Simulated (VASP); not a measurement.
Wanted: the native input for a VASP 6.6.1 run.

* Task: single point
* Functional: r2SCAN
* Potentials or basis: VASP PAW PBE potentials, release 64 (Mg)
* Cutoff: 520 eV
* k mesh: 20 × 20 × 20
* Occupations: gaussian, width 0.15 eV
* Spin: no spin polarisation
* Dipole correction: no
* Further INCAR settings: ALGO = Normal; EDIFF = 1e-06; NBANDS = 7

The system is Mg.

```
CELL_PARAMETERS angstrom
-0.94253 1.88506 1.88506
1.88506 -0.94253 1.88506
1.88506 1.88506 -0.94253
ATOMIC_POSITIONS crystal
Mg 0.00000 0.00000 0.00000
```

This cell differs from its parent crystal: ratio of the length along [111] to the lengths across it x 0.5, volume and fractional coordinates fixed.

One way to write it, as run:

POSCAR

```
Mg
1.0
   -0.9425284586      1.8850569172      1.8850569172
    1.8850569172     -0.9425284586      1.8850569172
    1.8850569172      1.8850569172     -0.9425284586
Mg
1
Direct
    0.0000000000      0.0000000000      0.0000000000
```

INCAR.step1

```
PREC = Accurate ; ENCUT = 520
ISMEAR = 0 ; SIGMA = 0.15
LREAL = F ; LASPH = T
NELM = 80 ; NBANDS = 7
GGA = PE ; ALGO = Normal
EDIFF = 1E-4 ; LWAVE = T
LCHARG = F
```

INCAR.step2

```
PREC = Accurate ; ENCUT = 520
EDIFF = 1E-6 ; ISMEAR = 0
SIGMA = 0.15 ; LREAL = F
LASPH = T ; NELM = 80
ALGO = Normal ; ISIF = 2
LWAVE = F ; LCHARG = F
METAGGA = R2SCAN ; LMIXTAU = T
NBANDS = 7 ; ISTART = 1
```

KPOINTS

```
regular mesh
0
Gamma
  20 20 20
```

Potentials or basis: VASP PAW PBE potentials, release 64 (Mg).

Launch:

```sh
$ cat potpaw_PBE.64/Mg/POTCAR > POTCAR
$ cp INCAR.step1 INCAR
$ mpirun -np 1 vasp_std > vasp.out
$ cp INCAR.step2 INCAR
$ mpirun -np 1 vasp_std > vasp.out
```

It gave:

```
Pressure               : 5.8 GPa
Band gap on the k mesh : zero (band 1 reaches 8.52 eV, above the bottom of band 2 at 0.27 eV)
```

Caveat: the PAW data sets were made with another functional, which shifts forces and pressure a little.

Wall time 93 s on 1 thread of Oxide Virtual Turin-like Processor, with other jobs on the host, peak memory 0.14 GiB.
